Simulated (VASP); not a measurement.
Write the native input for VASP 6.6.1 that does the following.

* Task: single point
* Functional: PBE
* Potentials or basis: VASP PAW PBE potentials, release 64 (B, P)
* Cutoff: 500 eV
* k mesh: 15 × 15 × 15
* Occupations: fermi-dirac, width 0.08 eV
* Spin: no spin polarisation
* Dipole correction: no
* Further INCAR settings: ALGO = Normal; EDIFF = 1e-06; NBANDS = 11

The structure of BP (zincblende type) lies in POSCAR:

```
BP
1.0
    0.0000000000      1.9598421562      1.9598421562
    1.9598421562      0.0000000000      1.9598421562
    1.9598421562      1.9598421562      0.0000000000
B P
1 1
Direct
    0.0000000000      0.0000000000      0.0000000000
    0.2500000000      0.2500000000      0.2500000000
```

The input as run:

INCAR

```
SYSTEM = BP
PREC = Accurate
ENCUT = 500
EDIFF = 1E-6
ISMEAR = -1
SIGMA = 0.08
LREAL = .FALSE.
LASPH = .TRUE.
NELM = 120
ALGO = Normal
ISIF = 2
LWAVE = .FALSE.
LCHARG = .FALSE.
GGA = PE
NBANDS = 11
GGA_COMPAT = .FALSE.
```

KPOINTS

```
Automatic mesh
0
G
  15 15 15
  0 0 0
```

Potentials or basis: VASP PAW PBE potentials, release 64 (B, P).

Command:

```sh
$ cat potpaw_PBE.64/B/POTCAR potpaw_PBE.64/P/POTCAR > POTCAR
$ mpirun -np 1 vasp_std > vasp.out
```

It gave:

```yaml
Pressure: 162.6 GPa
Band_gap_on_the_k_mesh: 0.39 eV (least direct gap 4.64 eV)
```

Caveat: the cell stands under pressure; an odd mesh through Γ misses points on the zone boundary, where band edges can lie.

Run time: 8.2 s on 1 thread of AMD EPYC 9R45 96-Core Processor (Zen 5), with other jobs on the host, peak memory 0.1 GiB.
